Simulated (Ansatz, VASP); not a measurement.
Two plane-wave programs on Li2MgSiTe4

POSCAR

```
Li2MgSiTe4
1.0
   -3.1503194592      3.1503194592      5.8502345807
    3.1503194592     -3.1503194592      5.8502345807
    3.1503194592      3.1503194592     -5.8502345807
Li Mg Si Te
2 1 1 4
Direct
    0.0000000000      0.0000000000      0.0000000000
    0.7500000000      0.2500000000      0.5000000000
    0.2500000000      0.7500000000      0.5000000000
    0.5000000000      0.5000000000      0.0000000000
    0.1477977590      0.6045858564      0.9924590126
    0.3954141436      0.3878731562      0.5432119026
    0.6121268438      0.1553387465      0.0075409874
    0.8446612535      0.8522022410      0.4567880974
```

INCAR.step1

```
PREC = Accurate
ENCUT = 520
ISMEAR = 0
SIGMA = 0.01
LREAL = False
LASPH = True
NELM = 60
NBANDS = 28
GGA = PE
ALGO = Normal
EDIFF = 1E-4
LWAVE = True
LCHARG = False
```

INCAR.step2

```
PREC = Accurate
ENCUT = 520
EDIFF = 1E-6
ISMEAR = 0
SIGMA = 0.01
LREAL = False
LASPH = True
NELM = 60
ALGO = Normal
ISIF = 2
LWAVE = False
LCHARG = False
METAGGA = R2SCAN
LMIXTAU = True
NBANDS = 28
ISTART = 1
```

Contents of KPOINTS:

```
regular mesh
0
Gamma
  6 6 6
```

Input for Ansatz:

```yaml
crystal:
  lattice:
    - [-3.1503194592, 3.1503194592, 5.8502345807]
    - [3.1503194592, -3.1503194592, 5.8502345807]
    - [3.1503194592, 3.1503194592, -5.8502345807]
  atoms:
    - { symbol: Li, position: [0.0, 0.0, 0.0] }
    - { symbol: Li, position: [0.75, 0.25, 0.5] }
    - { symbol: Mg, position: [0.25, 0.75, 0.5] }
    - { symbol: Si, position: [0.5, 0.5, 0.0] }
    - { symbol: Te, position: [0.147797759, 0.6045858564, 0.9924590126] }
    - { symbol: Te, position: [0.3954141436, 0.3878731562, 0.5432119026] }
    - { symbol: Te, position: [0.6121268438, 0.1553387465, 0.0075409874] }
    - { symbol: Te, position: [0.8446612535, 0.852202241, 0.4567880974] }
kpoints:
  mp_grid: { grid: [6, 6, 6] }
hamiltonian:
  xc: r2scan
scf:
  occupations: { method: fixed }
  n_extra_bands: 6
output:
  forces: true
  stress: true
  eigenvalues: true
```

Alike in both runs: task single point; functional r2SCAN; k mesh 6 × 6 × 6; no spin polarisation.

|  | VASP | Ansatz |
| --- | --- | --- |
| version | VASP 6.6.1 | Ansatz 0.2.0 |
| potentials or method | VASP PAW PBE potentials, release 64 (Li_sv, Mg, Si, Te) | plane waves, PAW |
| plane-wave cutoff (eV) | 520 | 500 |
| occupations | gaussian, width 0.01 eV | fixed |
| valence electrons in the cell | 36 | 84 |

VASP gave:

```
gap on the k mesh at the Fermi level (eV) : 2.23
rms of the force components (eV/Å)        : 0.156
```

Question: Which values does Ansatz return?

Answer: gap on the k mesh at the Fermi level (eV): 2.23; rms of the force components (eV/Å): 0.152.

VASP's potentials were made for PBE, not for r2SCAN. Atom by atom the forces differ by 0.007 eV/Å (rms over components). VASP's potentials hold 36 valence electrons a cell and Ansatz's 84, so a difference there can come from the potentials and not from the codes.

Spin-orbit coupling is off throughout. Noted on VASP's run: the cutoff is short for stress, so the pressure is rough.
